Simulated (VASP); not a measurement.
# Mo (P-1) in VASP: single point with PBE

Aim: the single point of Mo with PBE.

Everything below comes from runs of VASP 6.6.1. Logs are shortened: lines on timing, memory, paths and dates and some standing lists are left out, and cuts for length are marked.

## Step 1: The cell of the first run

The typed cell holds 2 atoms: a = 2.621 Å, b = 3.020 Å, c = 5.216 Å, α = 117.24°, β = 89.96°, γ = 64.32°.

The cell was built from a structure type or drawn by symmetry, and may not be a known phase.

## Step 2: Single point, PBE

Contents of INCAR:

```
SYSTEM = Mo
  PREC = Accurate
  ENCUT = 520
  EDIFF = 1E-6
  ISMEAR = 0
  SIGMA = 0.1
  LREAL = .FALSE.
  LASPH = .TRUE.
  NELM = 80
  ALGO = Normal
  ISIF = 2
  LWAVE = .FALSE.
  LCHARG = .FALSE.
  GGA = PE
  NBANDS = 21
```

Contents of KPOINTS:

```
regular mesh
0
G
  6 6 4
  0 0 0
```

Contents of POSCAR:

```
Mo
1.0
    2.6207213166      0.0313065034      0.0066846933
    1.2769136928      2.7225984068     -0.2750129331
    0.0177578863     -2.1771324374      4.7394589938
Mo
2
Direct
    0.7355223847      1.0310564044      0.9384757162
    0.4777476744      0.0311041578      0.4385439784
```

Potentials or basis: VASP PAW PBE potentials, release 64 (Mo_sv).

Run with:

```bash
$ cat potpaw_PBE.64/Mo_sv/POTCAR > POTCAR
$ mpirun -np 1 vasp_std > vasp.out
```

OUTCAR:

```text
SYSTEM = Mo
   PREC = Accurate
   ENCUT = 520
   EDIFF = 1E-6
   ISMEAR = 0
   LREAL = .FALSE.
   LASPH = .TRUE.
   NELM = 80
   ISIF = 2
   GGA = PE

 ion  position               nearest neighbor table
   1  0.736  0.031  0.938-   2 2.69   2 2.69   2 2.72   2 2.72   2 3.25   2 3.25   2 3.31   2 3.31

   2  0.478  0.031  0.439-   1 2.69   1 2.69   1 2.72   1 2.72   1 3.25   1 3.25   1 3.31   1 3.31

  LATTYP: Found a triclinic cell.
 ALAT       =     3.0212951845
 B/A-ratio  =     1.7262861572
 C/A-ratio  =     0.8674812174
 COS(alpha) =     0.0007360726
 COS(beta)  =     0.4343431053
 COS(gamma) =     0.4580714258

  Lattice vectors:

 A1 = (  -1.3438076238,   2.6912919034,  -0.2816976264)
 A2 = (  -0.0177578863,   2.1771324374,  -4.7394589938)
 A3 = (  -2.6207213166,  -0.0313065034,  -0.0066846933)

Analysis of symmetry for initial positions (statically):
=====================================================================
 Subroutine PRICEL returns:
 Original cell was already a primitive cell.

 Routine SETGRP: Setting up the symmetry group for a
 triclinic supercell.

 Subroutine GETGRP returns: Found  2 space group operations
 (whereof  1 operations were pure point group operations)
 out of a pool of  2 trial point group operations.

The static configuration has the point symmetry C_1 .
 The point group associated with its full space group is S_2 .

Analysis of symmetry for dynamics (positions and initial velocities):
=====================================================================
 Subroutine PRICEL returns:
 Original cell was already a primitive cell.

 Routine SETGRP: Setting up the symmetry group for a
 triclinic supercell.

 Subroutine GETGRP returns: Found  2 space group operations
 (whereof  1 operations were pure point group operations)
 out of a pool of  2 trial point group operations.

The dynamic configuration has the point symmetry C_1 .
 The point group associated with its full space group is S_2 .

 Subroutine INISYM returns: Found  2 space group operations
 (whereof  1 operations are pure point group operations),
 and found     1 'primitive' translations

----------------------------------------------------------------------------------------

                                     Primitive cell

  volume of cell :      32.0392

  direct lattice vectors                    reciprocal lattice vectors
     2.620721317  0.031306503  0.006684693     0.384057762 -0.189042283 -0.088278038
     1.276913693  2.722598407 -0.275012933    -0.005085313  0.387671416  0.178100986
     0.017757886 -2.177132437  4.739458994    -0.000836770  0.022761742  0.221453585

  length of vectors
     2.620916825  3.019715678  5.215620054     0.437070202  0.426655538  0.222621849

  position of ions in fractional coordinates (direct lattice)
     0.735522385  0.031056404  0.938475716
     0.477747674  0.031104158  0.438543978

  ion indices of the primitive-cell ions
   primitive index   ion index
                 1           1
                 2           2

----------------------------------------------------------------------------------------

 KPOINTS: regular mesh

Automatic generation of k-mesh.
 Grid dimensions read from file:
 generate k-points for:    6    6    4

 Generating k-lattice:

  Cartesian coordinates                     Fractional coordinates (reciprocal lattice)
     0.064009627 -0.031507047 -0.014713006     0.166666667 -0.000000000  0.000000000
    -0.000847552  0.064611903  0.029683498    -0.000000000  0.166666667  0.000000000
    -0.000209192  0.005690436  0.055363396    -0.000000000  0.000000000  0.250000000

  Length of vectors
     0.072845034  0.071109256  0.055655462

  Shift w.r.t. Gamma in fractional coordinates (k-lattice)
     0.000000000  0.000000000  0.000000000

 Subroutine IBZKPT returns following result:
 ===========================================

 Found     76 irreducible k-points:

 Following reciprocal coordinates:
            Coordinates               Weight
  0.000000  0.000000  0.000000      1.000000
  0.166667  0.000000  0.000000      2.000000
  0.333333  0.000000  0.000000      2.000000
  0.500000 -0.000000  0.000000      1.000000
  0.000000  0.166667 -0.000000      2.000000
  0.166667  0.166667 -0.000000      2.000000
[... 16 lines left out ...]
  0.333333 -0.000000  0.250000      2.000000
  0.500000 -0.000000  0.250000      2.000000
 [... further k-points ...]
   k-points           NKPTS =     76   k-points in BZ     NKDIM =     76   number of bands    NBANDS=     21
   number of dos      NEDOS =    301   number of ions     NIONS =      2
   total plane-waves  NPLWV =  19200
   dimension x,y,z NGX =    20 NGY =   24 NGZ =   40
   dimension x,y,z NGXF=    40 NGYF=   48 NGZF=   80
   ions per type =               2
   NGX,Y,Z   is equivalent  to a cutoff of  12.69, 13.21, 12.75 a.u.
   NGXF,Y,Z  is equivalent  to a cutoff of  25.37, 26.43, 25.50 a.u.
 SYSTEM =  Mo
   PREC   = accura    normal or accurate (medium, high low for compatibility)
   ISTART =      0    job   : 0-new  1-cont  2-samecut
   ICHARG =      2    charge: 1-file 2-atom 10-const
   ISPIN  =      1    spin polarized calculation?
   LNONCOLLINEAR =      F non collinear calculations
   LSORBIT =      F    spin-orbit coupling
   LASPH  =      T    aspherical Exc in radial PAW
   ENCUT  =  520.0 eV  38.22 Ry    6.18 a.u.   4.87  5.61  9.70*2*pi/ulx,y,z
   NELM   =     80;   NELMIN=  2; NELMDL= -5     # of ELM steps
   EDIFF  = 0.1E-05   stopping-criterion for ELM
   LREAL  =      F    real-space projection
   EDIFFG = 0.1E-04   stopping-criterion for IOM
   NSW    =      0    number of steps for IOM
   IBRION =     -1    ionic relax: 0-MD 1-quasi-New 2-CG
   NFREE  =      0    steps in history (QN), initial steepest desc. (CG)
   ISIF   =      2    stress and relaxation
   ISYM   =      2    0-nonsym 1-usesym 2-fastsym
   POTIM  = 0.5000    time-step for ionic-motion
   TEBEG  =    0.0;   TEEND  =   0.0 temperature during run
   PSTRESS=    0.0 pullay stress
   NELECT =      28.0000    total number of electrons
   NUPDOWN=      -1.0000    fix difference up-down
   EMIN   =  10.00;   EMAX   =-10.00  energy-range for DOS
   EFERMI =   0.00;   METHOD = LEGACY
   ISMEAR =     0;   SIGMA  =   0.10  broadening in eV -4-tet -1-fermi 0-gaus
   EFERMI_NEDOS =   21; number of points for ismear=-14 and -15
   IALGO  =     38    algorithm
   IMIX   =      4    mixing-type and parameters
     AMIX     =   0.40;   BMIX     =  1.00
     AMIX_MAG =   1.60;   BMIX_MAG =  1.00
  volume/ion in A,a.u.               =      16.02       108.11
  Fermi-wavevector in a.u.,A,eV,Ry     =   1.565190  2.957779 33.331803  2.449818
  Thomas-Fermi vector in A             =   2.667702
   LORBIT       =      0    0 simple, 1 ext, 2 COOP (PROOUT), +10 PAW based schemes
   GGA     = PE    functional components
   LHFCALC =     F    Hartree Fock is set to
   AEXX    =    0.0000 exact exchange contribution
   IVDW    =     0    specifies the selected vdW correction
   LEPSILON=     F    determine dielectric tensor
   LRPA    =     F    only Hartree local field effects (RPA)
 non-spin polarized calculation
 Gauss-broadening in eV      SIGMA  =   0.10
  energy-cutoff  :      520.00
  volume of cell :       32.04
 maximum number of plane-waves:       882
   NGX =  9   NGY = 11   NGZ = 19

 number of electron      28.0000002 magnetization

 Free energy of the ion-electron system (eV)
  ---------------------------------------------------
  ext. energy  EPLUGINS =         0.00000000
  ---------------------------------------------------
  free energy    TOTEN  =       -21.47486703 eV

  energy without entropy =      -21.46435396  energy(sigma->0) =      -21.46961049

 E-fermi :  11.9789     XC(G=0): -13.2262

 val. band max:       11.9760885289   @ k =   0.1667   0.1667   0.5000
 cond. band min:      11.9795009472   @ k =   0.3333   0.1667   0.2500
 fundamental gap:      0.0034124183
 Fermi energy:        11.9788824864

 k-point     1 :       0.0000    0.0000    0.0000
  band No.  band energies     occupation
      1     -49.0302      2.00000
      2     -48.7613      2.00000
      3     -23.6892      2.00000
      4     -22.8369      2.00000
      5     -22.4684      2.00000
      6     -22.2399      2.00000
[... 13 lines left out ...]
     20      16.0809      0.00000
     21      23.3935      0.00000

 k-point     2 :       0.1667    0.0000    0.0000
  band No.  band energies     occupation
      1     -48.9636      2.00000
      2     -48.7250      2.00000
      3     -23.5718      2.00000
      4     -22.8656      2.00000
      5     -22.6378      2.00000
      6     -22.5814      2.00000
[... 13 lines left out ...]
     20      17.9928      0.00000
     21      23.2783      0.00000

 k-point     3 :       0.3333    0.0000    0.0000
  band No.  band energies     occupation
      1     -48.8226      2.00000
      2     -48.6566      2.00000
      3     -23.4274      2.00000
      4     -23.3597      2.00000
      5     -23.1589      2.00000
      6     -22.8398      2.00000
[... 13 lines left out ...]
     20      19.6235      0.00000
     21      23.8926      0.00000

 k-point     4 :       0.5000   -0.0000    0.0000
  band No.  band energies     occupation
      1     -48.7447      2.00000
      2     -48.6279      2.00000
      3     -23.7309      2.00000
      4     -23.6034      2.00000
      5     -23.1554      2.00000
      6     -22.7556      2.00000
[... 13 lines left out ...]
     20      18.8666      0.00000
     21      22.3837      0.00000

 k-point     5 :       0.0000    0.1667   -0.0000
  band No.  band energies     occupation
      1     -48.9824      2.00000
      2     -48.7762      2.00000
      3     -23.5445      2.00000
      4     -22.9129      2.00000
      5     -22.7414      2.00000
      6     -22.3554      2.00000
[... 13 lines left out ...]
     20      17.6986      0.00000
     21      23.3908      0.00000

 k-point     6 :       0.1667    0.1667   -0.0000
  band No.  band energies     occupation
      1     -48.9636      2.00000
      2     -48.7249      2.00000
      3     -23.5718      2.00000
      4     -22.8658      2.00000
      5     -22.6378      2.00000
      6     -22.5814      2.00000
[... 13 lines left out ...]
     20      17.9985      0.00000
     21      23.2753      0.00000

 k-point     7 :       0.3333    0.1667    0.0000
  band No.  band energies     occupation
      1     -48.8551      2.00000
      2     -48.6407      2.00000
      3     -23.4395      2.00000
      4     -23.3090      2.00000
      5     -23.2176      2.00000
      6     -22.8821      2.00000
[... 13 lines left out ...]
     20      21.0145      0.00000
     21      22.5239      0.00000
[... 291 lines left out ...]
      1     -48.7446      2.00000
      2     -48.6276      2.00000
      3     -23.7308      2.00000
      4     -23.6026      2.00000
      5     -23.1563      2.00000
      6     -22.7563      2.00000
[... 13 lines left out ...]
     20      18.8816      0.00000
     21      22.3906      0.00000

 k-point    21 :       0.0000    0.0000    0.2500
  band No.  band energies     occupation
      1     -48.9917      2.00000
      2     -48.8015      2.00000
      3     -23.4884      2.00000
      4     -22.7919      2.00000
      5     -22.5390      2.00000
      6     -22.4653      2.00000
[... 13 lines left out ...]
     20      15.6597      0.00000
     21      24.9280      0.00000

 k-point    22 :       0.1667    0.0000    0.2500
  band No.  band energies     occupation
      1     -48.9502      2.00000
      2     -48.7389      2.00000
      3     -23.5045      2.00000
      4     -22.8621      2.00000
      5     -22.6595      2.00000
      6     -22.5813      2.00000
[... 13 lines left out ...]
     20      17.3536      0.00000
     21      24.1662      0.00000

 k-point    23 :       0.3333   -0.0000    0.2500
  band No.  band energies     occupation
      1     -48.8287      2.00000
      2     -48.6503      2.00000
      3     -23.4662      2.00000
      4     -23.3037      2.00000
      5     -23.1812      2.00000
      6     -22.8904      2.00000
[... 13 lines left out ...]
     20      20.4799      0.00000
     21      22.8792      0.00000

 k-point    24 :       0.5000   -0.0000    0.2500
  band No.  band energies     occupation
      1     -48.7422      2.00000
      2     -48.6305      2.00000
      3     -23.7590      2.00000
      4     -23.5790      2.00000
      5     -23.0831      2.00000
      6     -22.9343      2.00000
[... 13 lines left out ...]
     20      19.3285      0.00000
     21      22.4031      0.00000

 [... further k-points ...]

------------------------ aborting loop because EDIFF is reached ----------------------------------------

  FORCE on cell =-STRESS in cart. coord.  units (eV):
  Direction    XX          YY          ZZ          XY          YZ          ZX
  --------------------------------------------------------------------------------------
  -------------------------------------------------------------------------------------
  Total        0.1607542      0.0878724      0.1444416      0.0051919     -0.0310743     -0.0065868
  in kB        8.0388005      4.3942147      7.2230602      0.2596316     -1.5539235     -0.3293864
  external PRESSURE =       6.5520251 kB  Pullay stress =       0.0000000 kB

 VOLUME and BASIS-vectors are now :
 -----------------------------------------------------------------------------
  energy-cutoff  :      520.00
  volume of cell :       32.04
      direct lattice vectors                 reciprocal lattice vectors
     2.620721317  0.031306503  0.006684693     0.384057762 -0.189042283 -0.088278038
     1.276913693  2.722598407 -0.275012933    -0.005085313  0.387671416  0.178100986
     0.017757886 -2.177132437  4.739458994    -0.000836770  0.022761742  0.221453585

 POSITION                                       TOTAL-FORCE (eV/Angst)
 -----------------------------------------------------------------------------------
      1.98392     -1.93561      4.44424         0.002550      0.001577     -0.001379
      1.29955     -0.85513      2.07310        -0.002550     -0.001577      0.001379
 -----------------------------------------------------------------------------------
    total drift:                                0.000004     -0.000012     -0.000007

  FREE ENERGIE OF THE ION-ELECTRON SYSTEM (eV)
  ---------------------------------------------------
  free  energy   TOTEN  =       -21.4748670331 eV

  energy  without entropy=      -21.4643539558  energy(sigma->0) =      -21.46961049
```

It took 58 s on 1 thread of Intel Xeon 8259CL, shared host; peak memory 0.18 GiB.

Results:

```yaml
Free_energy: -21.4749 eV
Pressure: 0.7 GPa
Largest_force: 0.003 eV/Å
Band_gap_on_the_k_mesh: zero (bands 14 and 15 overlap by 1.48 eV)
```

Forces in eV/Å, atoms in the order of the input:
```
Mo   0.003  0.002 -0.001
Mo  -0.003 -0.002  0.001
```

Levels at points of the mesh, in eV from the Fermi level:
```csv
k point,band 10,band 11,band 12,band 13,band 14,band 15,band 16,band 17,band 18,band 19
"(0.00, 0.00, 0.00)",-4.87,-2.50,-2.29,-1.13,0.39,1.06,1.11,1.89,2.34,2.39
"(0.50, 0.00, 0.00)",-4.45,-3.91,-1.70,-0.91,0.40,1.79,2.26,2.88,3.67,6.03
"(0.00, 0.50, 0.00)",-4.86,-3.43,-3.29,1.10,1.28,1.93,2.09,3.52,3.56,3.94
"(0.50, 0.50, 0.00)",-4.45,-3.92,-1.70,-0.91,0.40,1.79,2.26,2.89,3.68,6.03
"(0.00, 0.00, 0.50)",-4.98,-2.18,-2.17,-1.41,-1.40,0.39,0.40,1.56,1.57,3.19
"(0.50, 0.00, 0.50)",-4.49,-4.00,-1.62,-0.98,0.56,1.93,2.45,2.93,3.68,5.95
"(0.00, 0.50, 0.50)",-4.07,-2.46,-2.46,-1.95,-1.95,2.60,2.61,3.57,3.57,5.34
"(0.50, 0.50, 0.50)",-4.49,-4.00,-1.63,-0.98,0.56,1.94,2.45,2.94,3.69,5.95
```

Caveat: the k points lie up to 0.46 Å⁻¹ apart, too coarse for converged energies and pressures of a metal.
